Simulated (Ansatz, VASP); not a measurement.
**TiN in VASP and in Ansatz**

```
Ti N
1.0
     0.00000    2.10197    2.10197
     2.10197    0.00000    2.10197
     2.10197    2.10197    0.00000
Ti N
1 1
Cartesian
  0.0000 0.0000 0.0000
  2.1020 2.1020 2.1020
```

Alike in both runs: task single point; functional r2SCAN; k mesh 18 × 18 × 18; occupations gaussian, width 0.1 eV; no spin polarisation.

|  | VASP | Ansatz |
| --- | --- | --- |
| version | VASP 6.6.1 | Ansatz 0.2.0 |
| potentials or method | VASP PAW PBE potentials, release 64 (Ti_sv, N), cutoff 520 eV | scalar-relativistic, plane waves, PAW |
| valence electrons in the cell | 17 | 17 |

Ansatz gave:

- gap on the k mesh at the Fermi level (eV): none
- pressure (GPa): 6.3

Estimate VASP's values.

gap on the k mesh at the Fermi level (eV): none; pressure (GPa): 7.9.

VASP's potentials were made for PBE, not for r2SCAN. A gap of «none» marks a metal or a gap that the smearing closes. With one functional, cell and mesh, what is left measures potentials, basis and numerics.
